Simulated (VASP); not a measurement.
# Ir (P6_3/mmc) in VASP: a series of runs, part 2 of 3

VASP 6.6.1. The steps go on from the part before.

### 3 Single point, LDA

This run uses another cell than the first one, of the same volume but with other edges.

INCAR reads:

```
SYSTEM = Ir
  ALGO = Normal
  EDIFF = 1E-6
  ENCUT = 500
  GGA_COMPAT = .FALSE.
  ISIF = 2
  ISMEAR = 0
  LASPH = .TRUE.
  LCHARG = .TRUE.
  LELF = .TRUE.
  LREAL = .FALSE.
  LVHAR = .TRUE.
  LWAVE = .FALSE.
  NBANDS = 16
  NELM = 120
  PREC = Accurate
  SIGMA = 0.15
```

KPOINTS reads:

```
k-points
0
G
  18 18 10
  0 0 0
```

POSCAR reads:

```
Ir
1.0
    2.7594000000      0.0000000000      0.0000000000
   -1.3797000000      2.3897104992      0.0000000000
    0.0000000000      0.0000000000      4.1523000000
Ir
2
Direct
    0.6666666667      0.3333333333      0.7500000000
    0.3333333333      0.6666666667      0.2500000000
```

Potentials or basis: VASP PAW LDA potentials, release 64 (Ir).

Launch:

```sh
$ cat potpaw_LDA.64/Ir/POTCAR > POTCAR
$ mpirun -np 1 vasp_std > vasp.out
```

OUTCAR:

```text
SYSTEM = Ir
   EDIFF = 1E-6
   ENCUT = 500
   ISIF = 2
   ISMEAR = 0
   LASPH = .TRUE.
   LREAL = .FALSE.
   NELM = 120
   PREC = Accurate

 ion  position               nearest neighbor table
   1  0.667  0.333  0.750-   2 2.62   2 2.62   2 2.62   2 2.62   2 2.62   2 2.62
   2  0.333  0.667  0.250-   1 2.62   1 2.62   1 2.62   1 2.62   1 2.62   1 2.62

  LATTYP: Found a hexagonal cell.
 ALAT       =     2.7594000000
 C/A-ratio  =     1.5047836486

  Lattice vectors:

 A1 = (   2.7594000000,   0.0000000000,   0.0000000000)
 A2 = (  -1.3797000000,   2.3897104992,   0.0000000000)
 A3 = (   0.0000000000,   0.0000000000,   4.1523000000)

Analysis of symmetry for initial positions (statically):
=====================================================================
 Subroutine PRICEL returns:
 Original cell was already a primitive cell.

 Routine SETGRP: Setting up the symmetry group for a
 hexagonal supercell.

 Subroutine GETGRP returns: Found 24 space group operations
 (whereof 12 operations were pure point group operations)
 out of a pool of 24 trial point group operations.

The static configuration has the point symmetry D_3d.
 The point group associated with its full space group is D_6h.

Analysis of symmetry for dynamics (positions and initial velocities):
=====================================================================
 Subroutine PRICEL returns:
 Original cell was already a primitive cell.

 Routine SETGRP: Setting up the symmetry group for a
 hexagonal supercell.

 Subroutine GETGRP returns: Found 24 space group operations
 (whereof 12 operations were pure point group operations)
 out of a pool of 24 trial point group operations.

The dynamic configuration has the point symmetry D_3d.
 The point group associated with its full space group is D_6h.

 Subroutine INISYM returns: Found 24 space group operations
 (whereof 12 operations are pure point group operations),
 and found     1 'primitive' translations

----------------------------------------------------------------------------------------

                                     Primitive cell

  volume of cell :      27.3810

  direct lattice vectors                    reciprocal lattice vectors
     2.759400000  0.000000000  0.000000000     0.362397623  0.209230365  0.000000000
    -1.379700000  2.389710499  0.000000000     0.000000000  0.418460730  0.000000000
     0.000000000  0.000000000  4.152300000     0.000000000  0.000000000  0.240830383

  length of vectors
     2.759400000  2.759400000  4.152300000     0.418460730  0.418460730  0.240830383

  position of ions in fractional coordinates (direct lattice)
     0.666666667  0.333333333  0.750000000
     0.333333333  0.666666667  0.250000000

  ion indices of the primitive-cell ions
   primitive index   ion index
                 1           1
                 2           2

----------------------------------------------------------------------------------------

 KPOINTS: k-points

Automatic generation of k-mesh.
 Grid dimensions read from file:
 generate k-points for:   18   18   10

 Generating k-lattice:

  Cartesian coordinates                     Fractional coordinates (reciprocal lattice)
     0.020133201  0.011623909  0.000000000     0.055555556  0.000000000  0.000000000
     0.000000000  0.023247818  0.000000000     0.000000000  0.055555556  0.000000000
     0.000000000  0.000000000  0.024083038     0.000000000  0.000000000  0.100000000

  Length of vectors
     0.023247818  0.023247818  0.024083038

  Shift w.r.t. Gamma in fractional coordinates (k-lattice)
     0.000000000  0.000000000  0.000000000

 Subroutine IBZKPT returns following result:
 ===========================================

 Found    222 irreducible k-points:

 Following reciprocal coordinates:
            Coordinates               Weight
  0.000000  0.000000  0.000000      1.000000
  0.055556 -0.000000  0.000000      6.000000
  0.111111 -0.000000  0.000000      6.000000
  0.166667  0.000000  0.000000      6.000000
  0.222222  0.000000  0.000000      6.000000
  0.277778  0.000000  0.000000      6.000000
[... 16 lines left out ...]
  0.333333  0.111111  0.000000     12.000000
  0.388889  0.111111  0.000000     12.000000
 [... further k-points ...]
   k-points           NKPTS =    222   k-points in BZ     NKDIM =    222   number of bands    NBANDS=     16
   number of dos      NEDOS =    301   number of ions     NIONS =      2
   total plane-waves  NPLWV =  12000
   dimension x,y,z NGX =    20 NGY =   20 NGZ =   30
   dimension x,y,z NGXF=    40 NGYF=   40 NGZF=   60
   ions per type =               2
   NGX,Y,Z   is equivalent  to a cutoff of  12.05, 12.05, 12.01 a.u.
   NGXF,Y,Z  is equivalent  to a cutoff of  24.10, 24.10, 24.02 a.u.
 SYSTEM =  Ir
   PREC   = accura    normal or accurate (medium, high low for compatibility)
   ISTART =      0    job   : 0-new  1-cont  2-samecut
   ICHARG =      2    charge: 1-file 2-atom 10-const
   ISPIN  =      1    spin polarized calculation?
   LNONCOLLINEAR =      F non collinear calculations
   LSORBIT =      F    spin-orbit coupling
   LASPH  =      T    aspherical Exc in radial PAW
   ENCUT  =  500.0 eV  36.75 Ry    6.06 a.u.   5.03  5.03  7.57*2*pi/ulx,y,z
   NELM   =    120;   NELMIN=  2; NELMDL= -5     # of ELM steps
   EDIFF  = 0.1E-05   stopping-criterion for ELM
   LREAL  =      F    real-space projection
   EDIFFG = 0.1E-04   stopping-criterion for IOM
   NSW    =      0    number of steps for IOM
   IBRION =     -1    ionic relax: 0-MD 1-quasi-New 2-CG
   NFREE  =      0    steps in history (QN), initial steepest desc. (CG)
   ISIF   =      2    stress and relaxation
   ISYM   =      2    0-nonsym 1-usesym 2-fastsym
   POTIM  = 0.5000    time-step for ionic-motion
   TEBEG  =    0.0;   TEEND  =   0.0 temperature during run
   PSTRESS=    0.0 pullay stress
   NELECT =      18.0000    total number of electrons
   NUPDOWN=      -1.0000    fix difference up-down
   EMIN   =  10.00;   EMAX   =-10.00  energy-range for DOS
   EFERMI =   0.00;   METHOD = LEGACY
   ISMEAR =     0;   SIGMA  =   0.15  broadening in eV -4-tet -1-fermi 0-gaus
   EFERMI_NEDOS =   21; number of points for ismear=-14 and -15
   IALGO  =     38    algorithm
   IMIX   =      4    mixing-type and parameters
     AMIX     =   0.40;   BMIX     =  1.00
     AMIX_MAG =   1.60;   BMIX_MAG =  1.00
  volume/ion in A,a.u.               =      13.69        92.39
  Fermi-wavevector in a.u.,A,eV,Ry     =   1.423474  2.689975 27.569177  2.026277
  Thomas-Fermi vector in A             =   2.544067
   LORBIT       =      0    0 simple, 1 ext, 2 COOP (PROOUT), +10 PAW based schemes
   GGA     = CA    functional components
   LHFCALC =     F    Hartree Fock is set to
   AEXX    =    0.0000 exact exchange contribution
   IVDW    =     0    specifies the selected vdW correction
   LEPSILON=     F    determine dielectric tensor
   LRPA    =     F    only Hartree local field effects (RPA)
 non-spin polarized calculation
 Gauss-broadening in eV      SIGMA  =   0.15
  energy-cutoff  :      500.00
  volume of cell :       27.38
 maximum number of plane-waves:       715
 NGX is ok and might be reduce to    20

 number of electron      17.9999999 magnetization

 Free energy of the ion-electron system (eV)
  ---------------------------------------------------
  ext. energy  EPLUGINS =         0.00000000
  ---------------------------------------------------
  free energy    TOTEN  =       -20.35247800 eV

  energy without entropy =      -20.31946757  energy(sigma->0) =      -20.33597279

 E-fermi :  11.0977     XC(G=0): -14.3214

 val. band max:       11.0945844027   @ k =   0.3333   0.1111   0.1000
 cond. band min:      11.0991765655   @ k =   0.2778   0.2222   0.2000
 fundamental gap:      0.0045921628
 Fermi energy:        11.0976882982

 k-point     1 :       0.0000    0.0000    0.0000
  band No.  band energies     occupation
      1      -0.5596      2.00000
      2       2.5518      2.00000
      3       6.8791      2.00000
      4       6.8791      2.00000
      5       7.6427      2.00000
      6       7.7801      2.00000
[... 8 lines left out ...]
     15      28.5157      0.00000
     16      29.0541      0.00000
[... 419 lines left out ...]
 k-point    24 :       0.3889    0.1111    0.0000
  band No.  band energies     occupation
      1       3.4049      2.00000
      2       3.4914      2.00000
      3       3.8348      2.00000
      4       6.1087      2.00000
      5       6.5113      2.00000
      6       7.6049      2.00000
[... 8 lines left out ...]
     15      22.7482      0.00000
     16      24.7899      0.00000

 [... further k-points ...]
[... 5 lines left out ...]
  --------------------------------------------------------------------------------------
  -------------------------------------------------------------------------------------
  Total        0.4076237      0.4076237      5.5655151      0.0000000      0.0000000      0.0000000
  in kB       23.8518082     23.8518082    325.6621395      0.0000000      0.0000000      0.0000000
  external PRESSURE =     124.4552520 kB  Pullay stress =       0.0000000 kB

 VOLUME and BASIS-vectors are now :
 -----------------------------------------------------------------------------
  energy-cutoff  :      500.00
  volume of cell :       27.38
      direct lattice vectors                 reciprocal lattice vectors
     2.759400000  0.000000000  0.000000000     0.362397623  0.209230365  0.000000000
    -1.379700000  2.389710499  0.000000000     0.000000000  0.418460730  0.000000000
     0.000000000  0.000000000  4.152300000     0.000000000  0.000000000  0.240830383

 POSITION                                       TOTAL-FORCE (eV/Angst)
 -----------------------------------------------------------------------------------
      1.37970      0.79657      3.11423        -0.000000      0.000000      0.000000
     -0.00000      1.59314      1.03808         0.000000     -0.000000      0.000000
 -----------------------------------------------------------------------------------
    total drift:                                0.000000     -0.000000     -0.000000

  FREE ENERGIE OF THE ION-ELECTRON SYSTEM (eV)
  ---------------------------------------------------
  free  energy   TOTEN  =       -20.3524779995 eV

  energy  without entropy=      -20.3194675719  energy(sigma->0) =      -20.33597279
```

OSZICAR:

```text
N       E                     dE             d eps       ncg     rms          rms(c)
DAV:   1     0.142692809894E+03    0.14269E+03   -0.82531E+03  7112   0.111E+03
DAV:   2    -0.177214635015E+02   -0.16041E+03   -0.14483E+03  7104   0.311E+02
DAV:   3    -0.214522075060E+02   -0.37307E+01   -0.36853E+01  9640   0.575E+01
DAV:   4    -0.214949278981E+02   -0.42720E-01   -0.42708E-01  8032   0.513E+00
DAV:   5    -0.214962061951E+02   -0.12783E-02   -0.12783E-02 10024   0.929E-01    0.254E+01
DAV:   6    -0.205571916501E+02    0.93901E+00   -0.10741E+00  9160   0.138E+01    0.106E+01
DAV:   7    -0.203667167235E+02    0.19047E+00   -0.34329E-01  9728   0.728E+00    0.212E+00
DAV:   8    -0.203536248635E+02    0.13092E-01   -0.87928E-03  8272   0.101E+00    0.353E-01
DAV:   9    -0.203524946718E+02    0.11302E-02   -0.20147E-03  9984   0.609E-01    0.785E-02
DAV:  10    -0.203524816976E+02    0.12974E-04   -0.24289E-05  9472   0.490E-02    0.392E-02
DAV:  11    -0.203524780273E+02    0.36703E-05   -0.30839E-06  9712   0.188E-02    0.186E-03
DAV:  12    -0.203524779995E+02    0.27831E-07   -0.99238E-08  5464   0.259E-03
   1 F= -.20352478E+02 E0= -.20335973E+02  d E =-.330104E-01
```

stdout:

```text
POSCAR found type information on POSCAR Ir
 POSCAR found :  1 types and       2 ions
 scaLAPACK will be used
 LDA part: xc-table for (Slater(with rela. corr.)+CA(PZ))
 , standard interpolation
 POSCAR, INCAR and KPOINTS ok, starting setup
 FFT: planning ... GRIDC
 FFT: planning ... GRID_SOFT
 FFT: planning ... GRID
 WAVECAR not read
 entering main loop
```

It took 52 s on 1 thread of Intel Xeon Platinum 8488C (Sapphire Rapids), shared host; peak memory 0.18 GiB.

Results:

```yaml
Free_energy: -20.3525 eV
Pressure: 12.4 GPa
Band_gap_on_the_k_mesh: zero (band 9 reaches 11.92 eV, above the bottom of band 10 at 8.62 eV)
```

Caveat: spin-orbit coupling is left out, which moves the levels of the heavy elements.

[end of part 2 of 3]
